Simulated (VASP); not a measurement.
A run of VASP 6.6.1 is set up as follows.

The input INCAR:

```
SYSTEM = WSe2
PREC = Accurate
ENCUT = 520
EDIFF = 1E-7
ISMEAR = 0
SIGMA = 0.05
LREAL = .FALSE.
LASPH = .TRUE.
NELM = 100
ALGO = Normal
ISIF = 2
LWAVE = .FALSE.
LCHARG = .FALSE.
GGA = PE
IVDW = 12
NBANDS = 35
```

Contents of KPOINTS:

```
regular mesh
0
G
  9 9 2
  0 0 0
```

File POSCAR:

```
WSe2
1.0
   -3.2789854852      0.0000000000      0.0000000000
   -1.6394927426     -2.8396847288      0.0000000000
   -1.3662439522     -0.9465615763     14.0112373504
W Se
2 4
Direct
   -0.1875000000     -0.2500000000      0.7500000000
   -0.0625000000     -0.0833333333      0.2500000000
    0.1157642268      0.0432411913      0.8702764262
    0.2407642268      0.2099078579      0.3702764262
    0.3009024399      0.2900921421      0.1297235738
    0.1759024399      0.1234254754      0.6297235738
```

Potentials or basis: VASP PAW PBE potentials, release 64 (W_sv, Se).

The run is started by

```console
$ cat potpaw_PBE.64/W_sv/POTCAR potpaw_PBE.64/Se/POTCAR > POTCAR
$ mpirun -np 1 vasp_std > vasp.out
```

(1) Estimate the dispersion energy per atom.

(2) What does it give for the pressure?

(3) Predict the largest force.

Answers

(1) -0.432 eV.

(2) 0.1 GPa.

(3) 0.164 eV/Å.

Caveat: the cell differs from its parent crystal (the part above a cut slid along it).
